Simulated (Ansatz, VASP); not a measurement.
Zr2NbC2: VASP beside Ansatz

File INCAR:

```
  PREC = Accurate
  ENCUT = 520
  EDIFF = 1E-7
  ISMEAR = 0
  SIGMA = 0.1
  LREAL = False
  LASPH = True
  NELM = 150
  ALGO = Normal
  ISIF = 2
  LWAVE = False
  LCHARG = True
  ISPIN = 2
  MAGMOM = 1 1 1 0 0
  LORBIT = 11
  LMAXMIX = 4
  GGA = PE
  LELF = True
  LVHAR = True
  NBANDS = 34
```

File KPOINTS:

```
Automatic mesh
0
Gamma
  6 6 2
```

File POSCAR:

```
Zr2NbC2
1.0
    3.2810590937      0.0000000000      0.0000000000
   -1.6405295469      2.8414805265      0.0000000000
    0.0000000000      0.0000000000      7.8956755045
Zr Nb C
2 1 2
Direct
    0.6666666667      0.3333333333      0.6824530857
    0.3333333333      0.6666666667      0.3175469143
    0.0000000000      0.0000000000      0.0000000000
    0.6666666667      0.3333333333      0.1631946827
    0.3333333333      0.6666666667      0.8368053173
```

Input for Ansatz:

```yaml
crystal:
  lattice:
    - [3.2810590937, 0.0, 0.0]
    - [-1.6405295469, 2.8414805265, 0.0]
    - [0.0, 0.0, 7.8956755045]
  atoms:
    - { symbol: Zr, position: [0.6666666667, 0.3333333333, 0.6824530857], spin: 1.0 }
    - { symbol: Zr, position: [0.3333333333, 0.6666666667, 0.3175469143], spin: 1.0 }
    - { symbol: Nb, position: [0.0, 0.0, 0.0], spin: 1.0 }
    - { symbol: C, position: [0.6666666667, 0.3333333333, 0.1631946827] }
    - { symbol: C, position: [0.3333333333, 0.6666666667, 0.8368053173] }
basis:
  ecutwfc: 420
kpoints:
  mp_grid: { grid: [6, 6, 2] }
hamiltonian:
  xc: pbe
scf:
  occupations: { method: gaussian, width: 0.1 }
  lower_state_search: "off"
output:
  forces: true
  stress: true
  eigenvalues: true
  populations: true
magnetization:
  spin_polarized: true
```

Change from the starting cell: species swapped into the YbAl2Si2 type (P-3m1, No. 164).

Alike in both runs: task single point; functional PBE; k mesh 6 × 6 × 2; occupations gaussian, width 0.1 eV; collinear spin.

|  | VASP | Ansatz |
| --- | --- | --- |
| version | VASP 6.6.1 | Ansatz 0.2.0 |
| potentials or method | VASP PAW PBE potentials, release 64 (Zr_sv, Nb_sv, C), cutoff 520 eV | scalar-relativistic, plane waves, PAW |
| valence electrons in the cell | 45 | 45 |

|  | VASP | Ansatz | Ansatz less VASP |
| --- | --- | --- | --- |
| gap on the k mesh at the Fermi level (eV) | none | none | - |
| pressure (GPa) | -0.2 | -0.2 | +0.01 |
| traceless stress, the component that is largest in VASP (GPa) | 0.45 | 0.46 | +0.014 |
| rms of the force components (eV/Å) | 0.041 | 0.035 | -0.0060 |
| net moment per atom (μB) | 0.00 | 0.00 | 0.000 |

Atom by atom the forces differ by 0.010 eV/Å (rms over components). A gap of «none» marks a metal or a gap that the smearing closes. Ansatz's warnings: seeded moment not kept.

The k mesh is coarse, so the values compare programs but aren't converged.
